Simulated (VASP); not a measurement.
# AgI (P6_3mc) in VASP: relaxation of cell and atoms with PBEsol

Aim: the relaxation of cell and atoms of AgI with PBEsol.

All numbers are computed with VASP 6.6.1; they aren't measurements. Logs are shortened: lines on timing, memory, paths and dates and some standing lists are left out, and cuts for length are marked.

## 1. The cell of the first run

It takes space group P6_3mc (No. 186, hexagonal). Conventional cell: a = 4.590 Å, b = 4.590 Å, c = 7.520 Å, α = 90.00°, β = 90.00°, γ = 120.00°. Ag (site symmetry 3m) has 4 I at 2.78 to 2.82 Å within 3.7 Å. Within 3.7 Å of I (site symmetry 3m) lie 4 Ag at 2.78 to 2.82 Å.

## 2. Relaxation of cell and atoms, PBEsol

INCAR

```
SYSTEM = AgI
ALGO = Normal
EDIFF = 1E-7
EDIFFG = -0.002
ENCUT = 500
GGA = PS
GGA_COMPAT = .False.
IBRION = 2
ISIF = 3
ISMEAR = -1
LASPH = .True.
LCHARG = .False.
LREAL = .False.
LWAVE = .False.
NELM = 120
NELMIN = 4
NSW = 100
PREC = Accurate
SIGMA = 0.08
```

KPOINTS

```
k-points
0
Gamma
  8 8 4
  0 0 0
```

POSCAR

```
AgI
1.0
    4.5900000000      0.0000000000      0.0000000000
   -2.2950000000      3.9750566034      0.0000000000
    0.0000000000      0.0000000000      7.5200000000
Ag I
2 2
Direct
    0.6666666667      0.3333333333      0.6300000000
    0.3333333333      0.6666666667      0.1300000000
    0.6666666667      0.3333333333      0.0000000000
    0.3333333333      0.6666666667      0.5000000000
```

Potentials or basis: VASP PAW PBE potentials, release 64 (Ag, I).

Command:

```
$ cat potpaw_PBE.64/Ag/POTCAR potpaw_PBE.64/I/POTCAR > POTCAR
$ mpirun -np 1 vasp_std > vasp.out
```

OUTCAR:

```text
SYSTEM = AgI
   EDIFF = 1E-7
   EDIFFG = -0.002
   ENCUT = 500
   GGA = PS
   IBRION = 2
   ISIF = 3
   ISMEAR = -1
   LASPH = .True.
   LREAL = .False.
   NELM = 120
   NELMIN = 4
   NSW = 100
   PREC = Accurate

 ion  position               nearest neighbor table
   1  0.667  0.333  0.630-   3 2.78   4 2.82   4 2.82   4 2.82
   2  0.333  0.667  0.130-   4 2.78   3 2.82   3 2.82   3 2.82
   3  0.667  0.333  0.000-   1 2.78   2 2.82   2 2.82   2 2.82
   4  0.333  0.667  0.500-   2 2.78   1 2.82   1 2.82   1 2.82

  LATTYP: Found a hexagonal cell.
 ALAT       =     4.5900000000
 C/A-ratio  =     1.6383442266

  Lattice vectors:

 A1 = (   4.5900000000,   0.0000000000,   0.0000000000)
 A2 = (  -2.2950000000,   3.9750566034,   0.0000000000)
 A3 = (   0.0000000000,   0.0000000000,   7.5200000000)

Analysis of symmetry for initial positions (statically):
=====================================================================
 Subroutine PRICEL returns:
 Original cell was already a primitive cell.

 Routine SETGRP: Setting up the symmetry group for a
 hexagonal supercell.

 Subroutine GETGRP returns: Found 12 space group operations
 (whereof  6 operations were pure point group operations)
 out of a pool of 24 trial point group operations.

The static configuration has the point symmetry C_3v.
 The point group associated with its full space group is C_6v.

Analysis of symmetry for dynamics (positions and initial velocities):
=====================================================================
 Subroutine PRICEL returns:
 Original cell was already a primitive cell.

 Routine SETGRP: Setting up the symmetry group for a
 hexagonal supercell.

 Subroutine GETGRP returns: Found 12 space group operations
 (whereof  6 operations were pure point group operations)
 out of a pool of 24 trial point group operations.

The dynamic configuration has the point symmetry C_3v.
 The point group associated with its full space group is C_6v.

 Subroutine INISYM returns: Found 12 space group operations
 (whereof  6 operations are pure point group operations),
 and found     1 'primitive' translations

----------------------------------------------------------------------------------------

                                     Primitive cell

  volume of cell :     137.2062

  direct lattice vectors                    reciprocal lattice vectors
     4.590000000  0.000000000  0.000000000     0.217864924  0.125784372  0.000000000
    -2.295000000  3.975056603  0.000000000     0.000000000  0.251568745  0.000000000
     0.000000000  0.000000000  7.520000000     0.000000000  0.000000000  0.132978723

  length of vectors
     4.590000000  4.590000000  7.520000000     0.251568745  0.251568745  0.132978723

  position of ions in fractional coordinates (direct lattice)
     0.666666667  0.333333333  0.630000000
     0.333333333  0.666666667  0.130000000
     0.666666667  0.333333333  0.000000000
     0.333333333  0.666666667  0.500000000

  ion indices of the primitive-cell ions
   primitive index   ion index
                 1           1
                 2           2
                 3           3
                 4           4

----------------------------------------------------------------------------------------

 KPOINTS: k-points

Automatic generation of k-mesh.
 Grid dimensions read from file:
 generate k-points for:    8    8    4

 Generating k-lattice:

  Cartesian coordinates                     Fractional coordinates (reciprocal lattice)
     0.027233115  0.015723047  0.000000000     0.125000000  0.000000000  0.000000000
     0.000000000  0.031446093  0.000000000     0.000000000  0.125000000  0.000000000
     0.000000000  0.000000000  0.033244681     0.000000000  0.000000000  0.250000000

  Length of vectors
     0.031446093  0.031446093  0.033244681

  Shift w.r.t. Gamma in fractional coordinates (k-lattice)
     0.000000000  0.000000000  0.000000000

 Subroutine IBZKPT returns following result:
 ===========================================

 Found     30 irreducible k-points:

 Following reciprocal coordinates:
            Coordinates               Weight
  0.000000  0.000000  0.000000      1.000000
  0.125000  0.000000  0.000000      6.000000
  0.250000  0.000000  0.000000      6.000000
  0.375000  0.000000  0.000000      6.000000
  0.500000  0.000000  0.000000      3.000000
  0.125000  0.125000  0.000000      6.000000
[... 16 lines left out ...]
  0.250000  0.000000  0.500000      6.000000
  0.375000  0.000000  0.500000      6.000000
 [... further k-points ...]
   k-points           NKPTS =     30   k-points in BZ     NKDIM =     30   number of bands    NBANDS=     22
   number of dos      NEDOS =    301   number of ions     NIONS =      4
   total plane-waves  NPLWV =  72576
   dimension x,y,z NGX =    36 NGY =   36 NGZ =   56
   dimension x,y,z NGXF=    72 NGYF=   72 NGZF=  112
   ions per type =               2   2
   NGX,Y,Z   is equivalent  to a cutoff of  13.04, 13.04, 12.38 a.u.
   NGXF,Y,Z  is equivalent  to a cutoff of  26.08, 26.08, 24.76 a.u.
 SYSTEM =  AgI
   PREC   = accura    normal or accurate (medium, high low for compatibility)
   ISTART =      0    job   : 0-new  1-cont  2-samecut
   ICHARG =      2    charge: 1-file 2-atom 10-const
   ISPIN  =      1    spin polarized calculation?
   LNONCOLLINEAR =      F non collinear calculations
   LSORBIT =      F    spin-orbit coupling
   LASPH  =      T    aspherical Exc in radial PAW
   ENCUT  =  500.0 eV  36.75 Ry    6.06 a.u.   8.37  8.37 13.71*2*pi/ulx,y,z
   NELM   =    120;   NELMIN=  4; NELMDL= -5     # of ELM steps
   EDIFF  = 0.1E-06   stopping-criterion for ELM
   LREAL  =      F    real-space projection
   EDIFFG = -.2E-02   stopping-criterion for IOM
   NSW    =    100    number of steps for IOM
   IBRION =      2    ionic relax: 0-MD 1-quasi-New 2-CG
   NFREE  =      1    steps in history (QN), initial steepest desc. (CG)
   ISIF   =      3    stress and relaxation
   ISYM   =      2    0-nonsym 1-usesym 2-fastsym
   POTIM  = 0.5000    time-step for ionic-motion
   TEBEG  =    0.0;   TEEND  =   0.0 temperature during run
   PSTRESS=    0.0 pullay stress
   NELECT =      36.0000    total number of electrons
   NUPDOWN=      -1.0000    fix difference up-down
   EMIN   =  10.00;   EMAX   =-10.00  energy-range for DOS
   EFERMI =   0.00;   METHOD = LEGACY
   ISMEAR =    -1;   SIGMA  =   0.08  broadening in eV -4-tet -1-fermi 0-gaus
   EFERMI_NEDOS =   21; number of points for ismear=-14 and -15
   IALGO  =     38    algorithm
   IMIX   =      4    mixing-type and parameters
     AMIX     =   0.40;   BMIX     =  1.00
     AMIX_MAG =   1.60;   BMIX_MAG =  1.00
  volume/ion in A,a.u.               =      34.30       231.48
  Fermi-wavevector in a.u.,A,eV,Ry     =   1.048056  1.980538 14.944923  1.098421
  Thomas-Fermi vector in A             =   2.182962
   LORBIT       =      0    0 simple, 1 ext, 2 COOP (PROOUT), +10 PAW based schemes
   GGA     = PS    functional components
   LHFCALC =     F    Hartree Fock is set to
   AEXX    =    0.0000 exact exchange contribution
   IVDW    =     0    specifies the selected vdW correction
   LEPSILON=     F    determine dielectric tensor
   LRPA    =     F    only Hartree local field effects (RPA)
 conjugate gradient relaxation of ions
 non-spin polarized calculation
  energy-cutoff  :      500.00
  volume of cell :      137.21
 maximum number of plane-waves:      3525
 NGX is ok and might be reduce to    36
   NGX = 17   NGY = 17   NGZ = 27

--------------------------------------- Ionic step        1  -------------------------------------------

 number of electron      36.0000011 magnetization

 Free energy of the ion-electron system (eV)
  ---------------------------------------------------
  ext. energy  EPLUGINS =         0.00000000
  ---------------------------------------------------
  free energy    TOTEN  =       -10.89966957 eV

  energy without entropy =      -10.89965534  energy(sigma->0) =      -10.89966246

------------------------ aborting loop because EDIFF is reached ----------------------------------------

  FORCE on cell =-STRESS in cart. coord.  units (eV):
  Direction    XX          YY          ZZ          XY          YZ          ZX
  --------------------------------------------------------------------------------------
  -------------------------------------------------------------------------------------
  Total       -0.7719457     -0.7719457     -0.3767752     -0.0000000      0.0000000      0.0000000
  in kB       -9.0141228     -9.0141228     -4.3996590     -0.0000000      0.0000000      0.0000000
  external PRESSURE =      -7.4759682 kB  Pullay stress =       0.0000000 kB
[... 95 lines left out ...]
  FREE ENERGIE OF THE ION-ELECTRON SYSTEM (eV)
  ---------------------------------------------------
  free  energy   TOTEN  =       -10.9091128312 eV

  energy  without entropy=      -10.9090988086  energy(sigma->0) =      -10.90910582

[... ionic steps 4 to 13 ...]

--------------------------------------- Ionic step       14  -------------------------------------------

 number of electron      36.0000002 magnetization

------------------------ aborting loop because EDIFF is reached ----------------------------------------

  FORCE on cell =-STRESS in cart. coord.  units (eV):
  Direction    XX          YY          ZZ          XY          YZ          ZX
  --------------------------------------------------------------------------------------
  -------------------------------------------------------------------------------------
  Total       -0.0175617     -0.0175617      0.0283486      0.0000000      0.0000000      0.0000000
  in kB       -0.2099282     -0.2099282      0.3388715      0.0000000      0.0000000      0.0000000
  external PRESSURE =      -0.0269950 kB  Pullay stress =       0.0000000 kB
[... 61 lines left out ...]
  energy  without entropy=      -10.9099234881  energy(sigma->0) =      -10.90993027

--------------------------------------- Ionic step       16  -------------------------------------------

 number of electron      36.0000002 magnetization

 Free energy of the ion-electron system (eV)
  ---------------------------------------------------
  ext. energy  EPLUGINS =         0.00000000
  ---------------------------------------------------
  free energy    TOTEN  =       -10.90995082 eV

  energy without entropy =      -10.90993723  energy(sigma->0) =      -10.90994403

 E-fermi :   3.9472     XC(G=0):  -8.7325

 val. band max:        3.2553882716   @ k =   0.0000   0.0000   0.0000
 cond. band min:       4.4885786358   @ k =   0.0000   0.0000   0.0000
 fundamental gap:      1.2331903642
 Fermi energy:         3.9472074058

 k-point     1 :       0.0000    0.0000    0.0000
  band No.  band energies     occupation
      1      -9.7202      2.00000
      2      -9.4052      2.00000
      3      -1.0988      2.00000
      4      -1.0986      2.00000
      5      -1.0986      2.00000
      6      -1.0807      2.00000
[... 574 lines left out ...]
      6      -0.8344      2.00000
[... 14 lines left out ...]
     21       8.0627      0.00000
     22       8.0627      0.00000

 [... further k-points ...]

------------------------ aborting loop because EDIFF is reached ----------------------------------------

  FORCE on cell =-STRESS in cart. coord.  units (eV):
  Direction    XX          YY          ZZ          XY          YZ          ZX
  --------------------------------------------------------------------------------------
  -------------------------------------------------------------------------------------
  Total        0.0047986      0.0047986      0.0006311      0.0000000      0.0000000      0.0000000
  in kB        0.0573707      0.0573707      0.0075453      0.0000000      0.0000000      0.0000000
  external PRESSURE =       0.0407622 kB  Pullay stress =       0.0000000 kB
[... 19 lines left out ...]
  FREE ENERGIE OF THE ION-ELECTRON SYSTEM (eV)
  ---------------------------------------------------
  free  energy   TOTEN  =       -10.9099508199 eV

  energy  without entropy=      -10.9099372342  energy(sigma->0) =      -10.90994403

 reached required accuracy - stopping structural energy minimisation
```

It took 14 min on 1 thread of Oxide Virtual Turin-like, shared host; peak memory 0.27 GiB.

Results:

```yaml
Free_energy: -10.9100 eV
Relaxed_volume: 33.50 Å³/atom
Relaxed_cell: a = 4.558 Å, b = 4.558 Å, c = 7.448 Å, α = 90.00°, β = 90.00°, γ = 120.00°
Space_group_after_relaxing_to_0.1_Å: P6_3mc (No. 186)
Energy_gained_by_relaxing: 2.6 meV/atom
Ionic_steps: 16
Pressure_after_relaxing: 0.0 GPa
Band_gap_on_the_k_mesh: 1.23 eV
```

The path:
| step | energy change (eV) | largest force (eV/Å) | pressure (GPa) | volume (Å³) |
| --- | --- | --- | --- | --- |
| 1 | 0.0000 | 0.0790 | -0.75 | 137.21 |
| 2 | -0.0094 | 0.0393 | -0.02 | 134.05 |
| 3 | -0.0094 | 0.0354 | 0.06 | 133.77 |
| 4 | -0.0094 | 0.0364 | 0.05 | 133.84 |
| 5 | -0.0094 | 0.0373 | 0.03 | 133.91 |
| 6 | -0.0097 | 0.0208 | -0.01 | 134.02 |
| 7 | -0.0097 | 0.0104 | -0.03 | 134.09 |
| 8 | -0.0098 | 0.0079 | -0.01 | 134.02 |
| 9 | -0.0100 | 0.0006 | 0.05 | 133.80 |
| 10 | -0.0101 | 0.0034 | 0.03 | 133.91 |
| 11 | -0.0102 | 0.0115 | -0.05 | 134.21 |
| 12 | -0.0102 | 0.0092 | -0.03 | 134.12 |
| 13 | -0.0102 | 0.0079 | -0.02 | 134.10 |
| 14 | -0.0103 | 0.0047 | 0.00 | 134.03 |
| 15 | -0.0103 | 0.0051 | -0.01 | 134.04 |
| 16 | -0.0103 | 0.0012 | 0.00 | 134.01 |

Final structure:
```yaml
crystal:
  lattice:
    - [4.55795, 0.00000, 0.00000]
    - [-2.27898, 3.94730, 0.00000]
    - [0.00000, 0.00000, 7.44836]
  atoms:
    - { symbol: Ag, position: [0.66667, 0.33333, 0.62744] }
    - { symbol: Ag, position: [0.33333, 0.66667, 0.12744] }
    - { symbol: I, position: [0.66667, 0.33333, 0.00256] }
    - { symbol: I, position: [0.33333, 0.66667, 0.50256] }
```

Levels at points of the mesh, in eV from the valence-band top:
| k point | band 14 | band 15 | band 16 | band 17 | band 18 | band 19 | band 20 | band 21 | band 22 |
| --- | --- | --- | --- | --- | --- | --- | --- | --- | --- |
| (0.00, 0.00, 0.00) | -0.75 | -0.75 | -0.08 | 0.00 | 0.00 | 1.23 | 2.50 | 5.63 | 5.63 |
| (0.50, 0.00, 0.00) | -2.73 | -2.31 | -1.88 | -1.11 | -0.76 | 3.25 | 3.46 | 4.67 | 5.84 |
| (0.00, 0.00, 0.50) | -1.77 | -0.39 | -0.39 | -0.39 | -0.39 | 2.55 | 2.55 | 5.52 | 5.52 |
| (0.50, 0.00, 0.50) | -2.92 | -1.32 | -1.32 | -1.30 | -1.30 | 3.13 | 3.13 | 4.74 | 4.74 |

Caveat: the PAW data sets were made with another functional, which shifts forces and pressure a little; spin-orbit coupling is left out, which moves the levels of the heavy elements.
